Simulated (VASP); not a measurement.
Here is a VASP 6.6.1 calculation.

The input POSCAR:

```
Sn
1.0
   -0.1094819927      3.1749777876      3.1749777876
    3.1749777876     -0.1094819927      3.1749777876
    3.1749777876      3.1749777876     -0.1094819927
Sn
2
Direct
   -0.0032388387     -0.0032388387     -0.0032388387
    0.2532388387      0.2532388387      0.2532388387
```

INCAR.step1

```
SYSTEM = Sn
PREC = Accurate ; ENCUT = 520
ISMEAR = -1 ; SIGMA = 0.02
LREAL = .False. ; LASPH = .True.
NELM = 80 ; NBANDS = 21
GGA = PE ; ALGO = Normal
EDIFF = 1E-4 ; LWAVE = .True.
LCHARG = .False.
```

File INCAR.step2:

```
SYSTEM = Sn
PREC = Accurate ; ENCUT = 520
EDIFF = 1E-7 ; ISMEAR = -1
SIGMA = 0.02 ; LREAL = .False.
LASPH = .True. ; NELM = 80
ALGO = Normal ; ISIF = 2
LWAVE = .False. ; LCHARG = .False.
METAGGA = R2SCAN ; LMIXTAU = .True.
NBANDS = 21 ; ISTART = 1
```

The input KPOINTS:

```
Automatic mesh
0
Gamma
  6 6 6
  0 0 0
```

Potentials or basis: VASP PAW PBE potentials, release 64 (Sn_d).

Run with:

```sh
$ cat potpaw_PBE.64/Sn_d/POTCAR > POTCAR
$ cp INCAR.step1 INCAR
$ mpirun -np 1 vasp_std > vasp.out
$ cp INCAR.step2 INCAR
$ mpirun -np 1 vasp_std > vasp.out
```

(1) What does it give for the largest force?

(2) Predict the band gap on the k mesh.

(3) Predict the pressure.

Answers

(1) 0.005 eV/Å.

(2) zero (bands 14 and 15 overlap by 0.18 eV).

(3) 2.5 GPa.

Caveat: the cell differs from its parent crystal (strain along [111] -5.0%); the PAW data sets were made with another functional, which shifts forces and pressure a little; spin-orbit coupling is left out, which moves the levels of the heavy elements.
